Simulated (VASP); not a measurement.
A run of VASP 6.6.1 is set up as follows.

File INCAR:

```
PREC = Accurate
ENCUT = 520
EDIFF = 1E-8
ISMEAR = -1
SIGMA = 0.01
LREAL = F
LASPH = T
NELM = 80
ALGO = Normal
ISIF = 2
LWAVE = F
LCHARG = F
GGA = CA
LEFG = T
NBANDS = 26
```

Contents of KPOINTS:

```
regular mesh
0
Gamma
  8 8 5
```

POSCAR

```
ZnO
1.0
    3.2275900217      0.0000000000      0.0000000000
   -1.6137950108      2.7951749517      0.0000000000
    0.0000000000      0.0000000000      5.1688741155
Zn O
2 2
Direct
    0.3333333333      0.6666666667      0.0000000000
    0.6666666667      0.3333333333      0.5000000000
    0.3333333333      0.6666666667      0.3821000000
    0.6666666667      0.3333333333      0.8821000000
```

Potentials or basis: VASP PAW LDA potentials, release 64 (Zn, O).

Command:

```bash
$ cat potpaw_LDA.64/Zn/POTCAR potpaw_LDA.64/O/POTCAR > POTCAR
$ mpirun -np 1 vasp_std > vasp.out
```

Task: What does it give for the largest force?

Result: 0.041 eV/Å.

Task: Estimate the band gap on the k mesh.

Result: 0.78 eV, direct.

Electric field gradients, principal values (V/Å²):
| atom | least | middle | greatest (by size) |
| --- | --- | --- | --- |
| 1 Zn | -4.012 | -4.018 | 8.030 |
| 2 Zn | -4.012 | -4.018 | 8.030 |
| 3 O | 1.725 | 1.733 | -3.458 |
| 4 O | 1.725 | 1.733 | -3.458 |

Caveat: without QUAD_EFG the Cq values of the log hold for a quadrupole moment of 1 mb, not for the nuclei.
